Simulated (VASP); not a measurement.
# Si (P6_3/mmc) in VASP: further runs

Si is run at these levels: LDA; tasks: single point.

All numbers are computed with VASP 6.6.1; they aren't measurements. Logs are shortened: lines on timing, memory, paths and dates and some standing lists are left out, and cuts for length are marked.

## (1) The cell of the first run

It takes space group P6_3/mmc (No. 194, hexagonal). Conventional cell: a = 3.752 Å, b = 3.752 Å, c = 6.455 Å, α = 90.00°, β = 90.00°, γ = 120.00°. Si (site symmetry 3m) has 4 Si at 2.34 to 2.35 Å within 3.1 Å.

## (2) Single point, LDA (c/a of the conventional cell at fixed volume 1.7204)

File INCAR:

```
SYSTEM = Si
ALGO     = Normal         ! electronic algorithm
EDIFF    = 1E-6           ! SCF threshold, eV
ENCUT    = 520            ! plane-wave cutoff, eV
GGA      = CA             ! functional
ISIF     = 2              ! what is computed and relaxed
ISMEAR   = 0              ! smearing method
LASPH    = .TRUE.         ! aspherical terms in the spheres
LCHARG   = .FALSE.        ! write CHGCAR
LREAL    = .FALSE.        ! projectors in reciprocal space
LWAVE    = .FALSE.        ! write WAVECAR
NBANDS   = 16             ! bands
NELM     = 60             ! most SCF steps
PREC     = Accurate       ! precision mode
SIGMA    = 0.03           ! smearing width, eV
```

File KPOINTS:

```
k-points
0
G
  12 12 6
  0 0 0
```

File POSCAR:

```
Si
1.0
    3.7522730523      0.0000000000      0.0000000000
   -1.8761365262      3.2495637852      0.0000000000
    0.0000000000      0.0000000000      6.4554105591
Si
4
Direct
    0.3333333333      0.6666666667      0.0678065120
    0.6666666667      0.3333333333      0.5678065120
    0.3333333333      0.6666666667      0.4321934880
    0.6666666667      0.3333333333      0.9321934880
```

Potentials or basis: VASP PAW LDA potentials, release 64 (Si).

On the command line:

```bash
$ cat potpaw_LDA.64/Si/POTCAR > POTCAR
$ mpirun -np 1 vasp_std > vasp.out
```

OUTCAR:

```text
SYSTEM = Si
   EDIFF = 1E-6
   ENCUT = 520
   GGA = CA
   ISIF = 2
   ISMEAR = 0
   LASPH = .TRUE.
   LREAL = .FALSE.
   NELM = 60
   PREC = Accurate

 ion  position               nearest neighbor table
   1  0.333  0.667  0.068-   4 2.34   4 2.34   4 2.34   3 2.35
   2  0.667  0.333  0.568-   3 2.34   3 2.34   3 2.34   4 2.35
   3  0.333  0.667  0.432-   2 2.34   2 2.34   2 2.34   1 2.35
   4  0.667  0.333  0.932-   1 2.34   1 2.34   1 2.34   2 2.35

  LATTYP: Found a hexagonal cell.
 ALAT       =     3.7522730523
 C/A-ratio  =     1.7204000000

  Lattice vectors:

 A1 = (   3.7522730523,   0.0000000000,   0.0000000000)
 A2 = (  -1.8761365262,   3.2495637852,   0.0000000000)
 A3 = (   0.0000000000,   0.0000000000,   6.4554105591)

Analysis of symmetry for initial positions (statically):
=====================================================================
 Subroutine PRICEL returns:
 Original cell was already a primitive cell.

 Routine SETGRP: Setting up the symmetry group for a
 hexagonal supercell.

 Subroutine GETGRP returns: Found 24 space group operations
 (whereof 12 operations were pure point group operations)
 out of a pool of 24 trial point group operations.

The static configuration has the point symmetry D_3d.
 The point group associated with its full space group is D_6h.

Analysis of symmetry for dynamics (positions and initial velocities):
=====================================================================
 Subroutine PRICEL returns:
 Original cell was already a primitive cell.

 Routine SETGRP: Setting up the symmetry group for a
 hexagonal supercell.

 Subroutine GETGRP returns: Found 24 space group operations
 (whereof 12 operations were pure point group operations)
 out of a pool of 24 trial point group operations.

The dynamic configuration has the point symmetry D_3d.
 The point group associated with its full space group is D_6h.

 Subroutine INISYM returns: Found 24 space group operations
 (whereof 12 operations are pure point group operations),
 and found     1 'primitive' translations

----------------------------------------------------------------------------------------

                                     Primitive cell

  volume of cell :      78.7124

  direct lattice vectors                    reciprocal lattice vectors
     3.752273052  0.000000000  0.000000000     0.266505125  0.153866806  0.000000000
    -1.876136526  3.249563785  0.000000000     0.000000000  0.307733612  0.000000000
     0.000000000  0.000000000  6.455410559     0.000000000  0.000000000  0.154908815

  length of vectors
     3.752273052  3.752273052  6.455410559     0.307733612  0.307733612  0.154908815

  position of ions in fractional coordinates (direct lattice)
     0.333333333  0.666666667  0.067806512
     0.666666667  0.333333333  0.567806512
     0.333333333  0.666666667  0.432193488
     0.666666667  0.333333333  0.932193488

  ion indices of the primitive-cell ions
   primitive index   ion index
                 1           1
                 2           2
                 3           3
                 4           4

----------------------------------------------------------------------------------------

 KPOINTS: k-points

Automatic generation of k-mesh.
 Grid dimensions read from file:
 generate k-points for:   12   12    6

 Generating k-lattice:

  Cartesian coordinates                     Fractional coordinates (reciprocal lattice)
     0.022208760  0.012822234  0.000000000     0.083333333  0.000000000  0.000000000
     0.000000000  0.025644468  0.000000000     0.000000000  0.083333333  0.000000000
     0.000000000  0.000000000  0.025818136     0.000000000  0.000000000  0.166666667

  Length of vectors
     0.025644468  0.025644468  0.025818136

  Shift w.r.t. Gamma in fractional coordinates (k-lattice)
     0.000000000  0.000000000  0.000000000

 Subroutine IBZKPT returns following result:
 ===========================================

 Found     76 irreducible k-points:

 Following reciprocal coordinates:
            Coordinates               Weight
  0.000000  0.000000  0.000000      1.000000
  0.083333  0.000000  0.000000      6.000000
  0.166667  0.000000  0.000000      6.000000
  0.250000  0.000000  0.000000      6.000000
  0.333333  0.000000  0.000000      6.000000
  0.416667  0.000000  0.000000      6.000000
[... 16 lines left out ...]
  0.250000  0.000000  0.166667     12.000000
  0.333333  0.000000  0.166667     12.000000
 [... further k-points ...]
   k-points           NKPTS =     76   k-points in BZ     NKDIM =     76   number of bands    NBANDS=     16
   number of dos      NEDOS =    301   number of ions     NIONS =      4
   total plane-waves  NPLWV =  37632
   dimension x,y,z NGX =    28 NGY =   28 NGZ =   48
   dimension x,y,z NGXF=    56 NGYF=   56 NGZF=   96
   ions per type =               4
   NGX,Y,Z   is equivalent  to a cutoff of  12.41, 12.41, 12.36 a.u.
   NGXF,Y,Z  is equivalent  to a cutoff of  24.81, 24.81, 24.72 a.u.
 SYSTEM =  Si
   PREC   = accura    normal or accurate (medium, high low for compatibility)
   ISTART =      0    job   : 0-new  1-cont  2-samecut
   ICHARG =      2    charge: 1-file 2-atom 10-const
   ISPIN  =      1    spin polarized calculation?
   LNONCOLLINEAR =      F non collinear calculations
   LSORBIT =      F    spin-orbit coupling
   LASPH  =      T    aspherical Exc in radial PAW
   ENCUT  =  520.0 eV  38.22 Ry    6.18 a.u.   6.98  6.98 12.00*2*pi/ulx,y,z
   NELM   =     60;   NELMIN=  2; NELMDL= -5     # of ELM steps
   EDIFF  = 0.1E-05   stopping-criterion for ELM
   LREAL  =      F    real-space projection
   EDIFFG = 0.1E-04   stopping-criterion for IOM
   NSW    =      0    number of steps for IOM
   IBRION =     -1    ionic relax: 0-MD 1-quasi-New 2-CG
   NFREE  =      0    steps in history (QN), initial steepest desc. (CG)
   ISIF   =      2    stress and relaxation
   ISYM   =      2    0-nonsym 1-usesym 2-fastsym
   POTIM  = 0.5000    time-step for ionic-motion
   TEBEG  =    0.0;   TEEND  =   0.0 temperature during run
   PSTRESS=    0.0 pullay stress
   NELECT =      16.0000    total number of electrons
   NUPDOWN=      -1.0000    fix difference up-down
   EMIN   =  10.00;   EMAX   =-10.00  energy-range for DOS
   EFERMI =   0.00;   METHOD = LEGACY
   ISMEAR =     0;   SIGMA  =   0.03  broadening in eV -4-tet -1-fermi 0-gaus
   EFERMI_NEDOS =   21; number of points for ismear=-14 and -15
   IALGO  =     38    algorithm
   IMIX   =      4    mixing-type and parameters
     AMIX     =   0.40;   BMIX     =  1.00
     AMIX_MAG =   1.60;   BMIX_MAG =  1.00
  volume/ion in A,a.u.               =      19.68       132.79
  Fermi-wavevector in a.u.,A,eV,Ry     =   0.962573  1.818999 12.606436  0.926547
  Thomas-Fermi vector in A             =   2.092044
   LORBIT       =      0    0 simple, 1 ext, 2 COOP (PROOUT), +10 PAW based schemes
   GGA     = CA    functional components
   LHFCALC =     F    Hartree Fock is set to
   AEXX    =    0.0000 exact exchange contribution
   IVDW    =     0    specifies the selected vdW correction
   LEPSILON=     F    determine dielectric tensor
   LRPA    =     F    only Hartree local field effects (RPA)
 non-spin polarized calculation
 Gauss-broadening in eV      SIGMA  =   0.03
  energy-cutoff  :      520.00
  volume of cell :       78.71
 maximum number of plane-waves:      2142
 NGX is ok and might be reduce to    28
   NGX = 13   NGY = 13   NGZ = 25

 number of electron      15.9999999 magnetization

 Free energy of the ion-electron system (eV)
  ---------------------------------------------------
  ext. energy  EPLUGINS =         0.00000000
  ---------------------------------------------------
  free energy    TOTEN  =       -23.74428943 eV

  energy without entropy =      -23.74428943  energy(sigma->0) =      -23.74428943

 E-fermi :   6.5324     XC(G=0):  -9.6729

 val. band max:        6.4095892860   @ k =   0.0000   0.0000   0.0000
 cond. band min:       6.6543260148   @ k =   0.3333   0.3333   0.0000
 fundamental gap:      0.2447367289
 Fermi energy:         6.5324250663

 k-point     1 :       0.0000    0.0000    0.0000
  band No.  band energies     occupation
      1      -6.1332      2.00000
      2      -3.9330      2.00000
      3      -1.3365      2.00000
      4       4.9620      2.00000
      5       4.9620      2.00000
      6       5.4312      2.00000
[... 8 lines left out ...]
     15      10.4863      0.00000
     16      12.2302      0.00000

 k-point     2 :       0.0833    0.0000    0.0000
  band No.  band energies     occupation
      1      -6.0483      2.00000
      2      -3.8463      2.00000
      3      -1.2841      2.00000
      4       4.2444      2.00000
      5       4.7743      2.00000
      6       5.3507      2.00000
[... 8 lines left out ...]
     15      10.8710      0.00000
     16      11.6488      0.00000

 k-point     3 :       0.1667    0.0000    0.0000
  band No.  band energies     occupation
      1      -5.7955      2.00000
      2      -3.5881      2.00000
      3      -1.1488      2.00000
      4       2.9825      2.00000
      5       4.3653      2.00000
      6       4.4754      2.00000
[... 8 lines left out ...]
     15      11.6773      0.00000
     16      12.0163      0.00000

 k-point     4 :       0.2500    0.0000    0.0000
  band No.  band energies     occupation
      1      -5.3826      2.00000
      2      -3.1644      2.00000
      3      -1.0327      2.00000
      4       1.8277      2.00000
      5       3.1030      2.00000
      6       3.9407      2.00000
[... 8 lines left out ...]
     15      12.5301      0.00000
     16      12.7626      0.00000

 k-point     5 :       0.3333    0.0000    0.0000
  band No.  band energies     occupation
      1      -4.8295      2.00000
      2      -2.5921      2.00000
      3      -1.2215      2.00000
      4       1.1824      2.00000
      5       1.8074      2.00000
      6       3.6008      2.00000
[... 8 lines left out ...]
     15      13.2882      0.00000
     16      13.5206      0.00000

 k-point     6 :       0.4167    0.0000    0.0000
  band No.  band energies     occupation
      1      -4.2019      2.00000
      2      -1.9308      2.00000
      3      -1.8409      2.00000
      4       0.6988      2.00000
      5       1.2000      2.00000
      6       3.3089      2.00000
[... 8 lines left out ...]
     15      12.3128      0.00000
     16      14.2480      0.00000
[... 267 lines left out ...]
 k-point    21 :       0.0833    0.0000    0.1667
  band No.  band energies     occupation
      1      -5.9620      2.00000
      2      -4.1594      2.00000
      3      -0.8088      2.00000
      4       4.3135      2.00000
      5       4.4874      2.00000
      6       4.8415      2.00000
[... 8 lines left out ...]
     15      10.7921      0.00000
     16      11.9695      0.00000

 k-point    22 :       0.1667    0.0000    0.1667
  band No.  band energies     occupation
      1      -5.7095      2.00000
      2      -3.9062      2.00000
      3      -0.6792      2.00000
      4       3.0681      2.00000
      5       3.9462      2.00000
      6       4.4342      2.00000
[... 8 lines left out ...]
     15      11.4536      0.00000
     16      12.0895      0.00000

 k-point    23 :       0.2500    0.0000    0.1667
  band No.  band energies     occupation
      1      -5.2972      2.00000
      2      -3.4939      2.00000
      3      -0.5921      2.00000
      4       1.9521      2.00000
      5       2.7569      2.00000
      6       4.0108      2.00000
[... 8 lines left out ...]
     15      12.5112      0.00000
     16      12.7083      0.00000

 k-point    24 :       0.3333    0.0000    0.1667
  band No.  band energies     occupation
      1      -4.7454      2.00000
      2      -2.9508      2.00000
      3      -0.8686      2.00000
      4       1.3987      2.00000
      5       1.5333      2.00000
      6       3.6716      2.00000
[... 8 lines left out ...]
     15      13.6156      0.00000
     16      13.7321      0.00000

 [... further k-points ...]
[... 5 lines left out ...]
  --------------------------------------------------------------------------------------
  -------------------------------------------------------------------------------------
  Total        0.7341899      0.7341899     -1.7291572     -0.0000000      0.0000000      0.0000000
  in kB       14.9443025     14.9443025    -35.1966803     -0.0000000      0.0000000      0.0000000
  external PRESSURE =      -1.7693585 kB  Pullay stress =       0.0000000 kB

 VOLUME and BASIS-vectors are now :
 -----------------------------------------------------------------------------
  energy-cutoff  :      520.00
  volume of cell :       78.71
      direct lattice vectors                 reciprocal lattice vectors
     3.752273052  0.000000000  0.000000000     0.266505125  0.153866806  0.000000000
    -1.876136526  3.249563785  0.000000000     0.000000000  0.307733612  0.000000000
     0.000000000  0.000000000  6.455410559     0.000000000  0.000000000  0.154908815

 POSITION                                       TOTAL-FORCE (eV/Angst)
 -----------------------------------------------------------------------------------
     -0.00000      2.16638      0.43772        -0.000000      0.000000     -0.407648
      1.87614      1.08319      3.66542        -0.000000      0.000000     -0.407648
     -0.00000      2.16638      2.78999         0.000000     -0.000000      0.407648
      1.87614      1.08319      6.01769         0.000000     -0.000000      0.407648
 -----------------------------------------------------------------------------------
    total drift:                               -0.000000      0.000000     -0.000000

  FREE ENERGIE OF THE ION-ELECTRON SYSTEM (eV)
  ---------------------------------------------------
  free  energy   TOTEN  =       -23.7442894324 eV

  energy  without entropy=      -23.7442894324  energy(sigma->0) =      -23.74428943
```

Wall time 42 s (1 thread of Intel Xeon Platinum 8488C (Sapphire Rapids), shared host); peak memory 0.19 GiB.

Results:

```
Free energy            : -23.7443 eV
Pressure               : -0.2 GPa
Largest force          : 0.408 eV/Å
Band gap on the k mesh : 0.24 eV, indirect (least direct gap 1.31 eV)
```

Forces on the atoms (eV/Å):
```
Si   0.000  0.000 -0.408
Si   0.000  0.000 -0.408
Si   0.000  0.000  0.408
Si   0.000  0.000  0.408
```

[end of part 1 of 2]
